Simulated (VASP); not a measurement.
# Ir (Fm-3m) in VASP: a series of runs, part 2 of 3

VASP 6.6.1. Earlier steps stand in the parts before.

## (3) Single point, r2SCAN

This run uses another cell than the first one, of 14.15 Å³/atom, 0.996 times its volume.

POSCAR reads:

```
Ir
1.0
    0.0000000000      1.9197000000      1.9197000000
    1.9197000000      0.0000000000      1.9197000000
    1.9197000000      1.9197000000      0.0000000000
Ir
1
Direct
    0.0000000000      0.0000000000      0.0000000000
```

INCAR.step1 reads:

```
  ALGO = Normal
  EDIFF = 1E-5
  ENCUT = 550
  GGA = PE
  GGA_COMPAT = False
  ISMEAR = 0
  LASPH = True
  LCHARG = False
  LREAL = False
  LWAVE = True
  NBANDS = 14
  NELM = 120
  PREC = Accurate
  SIGMA = 0.1
```

INCAR.step2 reads:

```
  ALGO = Normal
  EDIFF = 1E-6
  ENCUT = 550
  GGA_COMPAT = False
  ISIF = 2
  ISMEAR = 0
  ISTART = 1
  LASPH = True
  LCHARG = False
  LMIXTAU = True
  LREAL = False
  LWAVE = False
  METAGGA = R2SCAN
  NBANDS = 14
  NELM = 120
  PREC = Accurate
  SIGMA = 0.1
```

KPOINTS reads:

```
k-points
0
Gamma
  8 8 8
```

Potentials or basis: VASP PAW PBE potentials, release 64 (Ir_sv_GW).

Run with:

```
cat potpaw_PBE.64/Ir_sv_GW/POTCAR > POTCAR
cp INCAR.step1 INCAR
mpirun -np 1 vasp_std > vasp.out
cp INCAR.step2 INCAR
mpirun -np 1 vasp_std > vasp.out
```

OUTCAR:

```text
EDIFF = 1E-6
   ENCUT = 550
   ISIF = 2
   ISMEAR = 0
   ISTART = 1
   LASPH = True
   LREAL = False
   METAGGA = R2SCAN
   NELM = 120
   PREC = Accurate

 ion  position               nearest neighbor table
   1  0.000  0.000  0.000-

  LATTYP: Found a face centered cubic cell.
 ALAT       =     3.8394000000

  Lattice vectors:

 A1 = (   0.0000000000,   1.9197000000,   1.9197000000)
 A2 = (   1.9197000000,   0.0000000000,   1.9197000000)
 A3 = (   1.9197000000,   1.9197000000,   0.0000000000)

Analysis of symmetry for initial positions (statically):
=====================================================================
 Subroutine PRICEL returns:
 Original cell was already a primitive cell.

 Routine SETGRP: Setting up the symmetry group for a
 face centered cubic supercell.

 Subroutine GETGRP returns: Found 48 space group operations
 (whereof 48 operations were pure point group operations)
 out of a pool of 48 trial point group operations.

The static configuration has the point symmetry O_h .

Analysis of symmetry for dynamics (positions and initial velocities):
=====================================================================
 Subroutine PRICEL returns:
 Original cell was already a primitive cell.

 Routine SETGRP: Setting up the symmetry group for a
 face centered cubic supercell.

 Subroutine GETGRP returns: Found 48 space group operations
 (whereof 48 operations were pure point group operations)
 out of a pool of 48 trial point group operations.

The dynamic configuration has the point symmetry O_h .

 Subroutine INISYM returns: Found 48 space group operations
 (whereof 48 operations are pure point group operations),
 and found     1 'primitive' translations

----------------------------------------------------------------------------------------

                                     Primitive cell

  volume of cell :      14.1491

  direct lattice vectors                    reciprocal lattice vectors
     0.000000000  1.919700000  1.919700000    -0.260457363  0.260457363  0.260457363
     1.919700000  0.000000000  1.919700000     0.260457363 -0.260457363  0.260457363
     1.919700000  1.919700000  0.000000000     0.260457363  0.260457363 -0.260457363

  length of vectors
     2.714865776  2.714865776  2.714865776     0.451125386  0.451125386  0.451125386

  position of ions in fractional coordinates (direct lattice)
     0.000000000  0.000000000  0.000000000

  ion indices of the primitive-cell ions
   primitive index   ion index
                 1           1

----------------------------------------------------------------------------------------

 KPOINTS: k-points

Automatic generation of k-mesh.
 Grid dimensions read from file:
 generate k-points for:    8    8    8

 Generating k-lattice:

  Cartesian coordinates                     Fractional coordinates (reciprocal lattice)
    -0.032557170  0.032557170  0.032557170     0.125000000  0.000000000  0.000000000
     0.032557170 -0.032557170  0.032557170     0.000000000  0.125000000  0.000000000
     0.032557170  0.032557170 -0.032557170     0.000000000  0.000000000  0.125000000

  Length of vectors
     0.056390673  0.056390673  0.056390673

  Shift w.r.t. Gamma in fractional coordinates (k-lattice)
     0.000000000  0.000000000  0.000000000

 Subroutine IBZKPT returns following result:
 ===========================================

 Found     29 irreducible k-points:

 Following reciprocal coordinates:
            Coordinates               Weight
  0.000000  0.000000  0.000000      1.000000
  0.125000  0.000000  0.000000      8.000000
  0.250000  0.000000  0.000000      8.000000
  0.375000  0.000000  0.000000      8.000000
  0.500000  0.000000  0.000000      4.000000
  0.125000  0.125000  0.000000      6.000000
[... 16 lines left out ...]
  0.500000  0.250000  0.125000     48.000000
 -0.375000  0.250000  0.125000     24.000000
 [... further k-points ...]
   k-points           NKPTS =     29   k-points in BZ     NKDIM =     29   number of bands    NBANDS=     14
   number of dos      NEDOS =    301   number of ions     NIONS =      1
   total plane-waves  NPLWV =  13824
   dimension x,y,z NGX =    24 NGY =   24 NGZ =   24
   dimension x,y,z NGXF=    48 NGYF=   48 NGZF=   48
   ions per type =               1
   NGX,Y,Z   is equivalent  to a cutoff of  14.70, 14.70, 14.70 a.u.
   NGXF,Y,Z  is equivalent  to a cutoff of  29.39, 29.39, 29.39 a.u.
 SYSTEM =  unknown system
   PREC   = accura    normal or accurate (medium, high low for compatibility)
   ISTART =      1    job   : 0-new  1-cont  2-samecut
   ICHARG =      0    charge: 1-file 2-atom 10-const
   ISPIN  =      1    spin polarized calculation?
   LNONCOLLINEAR =      F non collinear calculations
   LSORBIT =      F    spin-orbit coupling
   LASPH  =      T    aspherical Exc in radial PAW
   ENCUT  =  550.0 eV  40.42 Ry    6.36 a.u.   5.19  5.19  5.19*2*pi/ulx,y,z
   NELM   =    120;   NELMIN=  2; NELMDL=  0     # of ELM steps
   EDIFF  = 0.1E-05   stopping-criterion for ELM
   LREAL  =      F    real-space projection
   EDIFFG = 0.1E-04   stopping-criterion for IOM
   NSW    =      0    number of steps for IOM
   IBRION =     -1    ionic relax: 0-MD 1-quasi-New 2-CG
   NFREE  =      0    steps in history (QN), initial steepest desc. (CG)
   ISIF   =      2    stress and relaxation
   ISYM   =      2    0-nonsym 1-usesym 2-fastsym
   POTIM  = 0.5000    time-step for ionic-motion
   TEBEG  =    0.0;   TEEND  =   0.0 temperature during run
   PSTRESS=    0.0 pullay stress
   NELECT =      17.0000    total number of electrons
   NUPDOWN=      -1.0000    fix difference up-down
   EMIN   =  10.00;   EMAX   =-10.00  energy-range for DOS
   EFERMI =   0.00;   METHOD = LEGACY
   ISMEAR =     0;   SIGMA  =   0.10  broadening in eV -4-tet -1-fermi 0-gaus
   EFERMI_NEDOS =   21; number of points for ismear=-14 and -15
   IALGO  =     38    algorithm
   IMIX   =      4    mixing-type and parameters
     AMIX     =   0.40;   BMIX     =  1.00
     AMIX_MAG =   1.60;   BMIX_MAG =  1.00
  volume/ion in A,a.u.               =      14.15        95.48
  Fermi-wavevector in a.u.,A,eV,Ry     =   1.740395  3.288869 41.211694  3.028974
  Thomas-Fermi vector in A             =   2.813052
   LORBIT       =      0    0 simple, 1 ext, 2 COOP (PROOUT), +10 PAW based schemes
   METAGGA = R2SCAN    functional components
   LHFCALC =     F    Hartree Fock is set to
   AEXX    =    0.0000 exact exchange contribution
   IVDW    =     0    specifies the selected vdW correction
   LEPSILON=     F    determine dielectric tensor
   LRPA    =     F    only Hartree local field effects (RPA)
 non-spin polarized calculation
 Gauss-broadening in eV      SIGMA  =   0.10
  energy-cutoff  :      550.00
  volume of cell :       14.15
 maximum number of plane-waves:       428
 NGX is ok and might be reduce to    24
   NGX = 11   NGY = 11   NGZ = 11

 number of electron      17.0000000 magnetization

 Free energy of the ion-electron system (eV)
  ---------------------------------------------------
  ext. energy  EPLUGINS =         0.00000000
  ---------------------------------------------------
  free energy    TOTEN  =       -52.83473257 eV

  energy without entropy =      -52.82802186  energy(sigma->0) =      -52.83137721

 E-fermi :  12.7337     XC(G=0): -15.8955

 val. band max:       12.6804758655   @ k =  -0.3750   0.1250   0.0000
 cond. band min:      12.7676510736   @ k =  -0.3750   0.2500   0.0000
 fundamental gap:      0.0871752081
 Fermi energy:        12.7336784362

 k-point     1 :       0.0000    0.0000    0.0000
  band No.  band energies     occupation
      1     -82.3699      2.00000
      2     -38.1771      2.00000
      3     -38.1771      2.00000
      4     -38.1771      2.00000
      5       1.1642      2.00000
      6       8.6744      2.00000
      7       8.6744      2.00000
      8       8.6744      2.00000
      9      11.3737      2.00000
     10      11.3737      2.00000
     11      26.9064      0.00000
     12      32.7271      0.00000
     13      32.7271      0.00000
     14      32.7272      0.00000
[... 375 lines left out ...]
 k-point    24 :      -0.3750    0.2500    0.1250
  band No.  band energies     occupation
      1     -82.2838      2.00000
      2     -38.9097      2.00000
      3     -38.5191      2.00000
      4     -38.3678      2.00000
      5       5.8030      2.00000
      6       7.2325      2.00000
      7       8.9502      2.00000
      8       9.9593      2.00000
      9      13.2868      0.00000
     10      18.0908      0.00000
     11      19.7176      0.00000
     12      28.8710      0.00000
     13      29.1361      0.00000
     14      32.8464      0.00000

 [... further k-points ...]
[... 5 lines left out ...]
  --------------------------------------------------------------------------------------
  -------------------------------------------------------------------------------------
  Total        0.0564047      0.0564047      0.0564047     -0.0000000      0.0000000      0.0000000
  in kB        6.3869829      6.3869829      6.3869829     -0.0000000      0.0000000      0.0000000
  external PRESSURE =       6.3869829 kB  Pullay stress =       0.0000000 kB

 VOLUME and BASIS-vectors are now :
 -----------------------------------------------------------------------------
  energy-cutoff  :      550.00
  volume of cell :       14.15
      direct lattice vectors                 reciprocal lattice vectors
     0.000000000  1.919700000  1.919700000    -0.260457363  0.260457363  0.260457363
     1.919700000  0.000000000  1.919700000     0.260457363 -0.260457363  0.260457363
     1.919700000  1.919700000  0.000000000     0.260457363  0.260457363 -0.260457363

 POSITION                                       TOTAL-FORCE (eV/Angst)
 -----------------------------------------------------------------------------------
      0.00000      0.00000      0.00000        -0.000000      0.000000     -0.000000
 -----------------------------------------------------------------------------------
    total drift:                               -0.000000     -0.000000     -0.000000

  FREE ENERGIE OF THE ION-ELECTRON SYSTEM (eV)
  ---------------------------------------------------
  free  energy   TOTEN  =       -52.8347325668 eV

  energy  without entropy=      -52.8280218584  energy(sigma->0) =      -52.83137721
```

OSZICAR.step1:

```text
N       E                     dE             d eps       ncg     rms          rms(c)
DAV:   1     0.114524361806E+03    0.11452E+03   -0.11637E+04   852   0.131E+03
DAV:   2    -0.880068222437E+01   -0.12333E+03   -0.11795E+03  1004   0.401E+02
DAV:   3    -0.104228476418E+02   -0.16222E+01   -0.16122E+01   914   0.434E+01
DAV:   4    -0.104251718992E+02   -0.23243E-02   -0.23241E-02   950   0.204E+00
DAV:   5    -0.104251768493E+02   -0.49501E-05   -0.49512E-05   914   0.882E-02    0.701E+01
DAV:   6    -0.943060771817E+01    0.99457E+00   -0.13368E+00   824   0.125E+01    0.374E+01
DAV:   7    -0.935121216300E+01    0.79396E-01   -0.40352E-01   914   0.642E+00    0.644E+00
DAV:   8    -0.933543340777E+01    0.15779E-01   -0.59793E-02   812   0.305E+00    0.503E-01
DAV:   9    -0.933542580228E+01    0.76055E-05   -0.68758E-04   878   0.323E-01    0.212E-01
DAV:  10    -0.933534703361E+01    0.78769E-04   -0.11686E-04   860   0.156E-01    0.145E-01
DAV:  11    -0.933534739445E+01   -0.36085E-06   -0.56392E-06   430   0.307E-02
   1 F= -.93353474E+01 E0= -.93310551E+01  d E =-.858449E-02
```

It took 12 s on 1 thread of Intel Xeon 6975P-C (Granite Rapids), shared host; peak memory 0.15 GiB.

What came out:

```yaml
Free_energy: -52.8347 eV
Pressure: 0.6 GPa
```

Caveat: the PAW data sets were made with another functional, which shifts forces and pressure a little; spin-orbit coupling is left out, which moves the levels of the heavy elements.

[end of part 2 of 3]
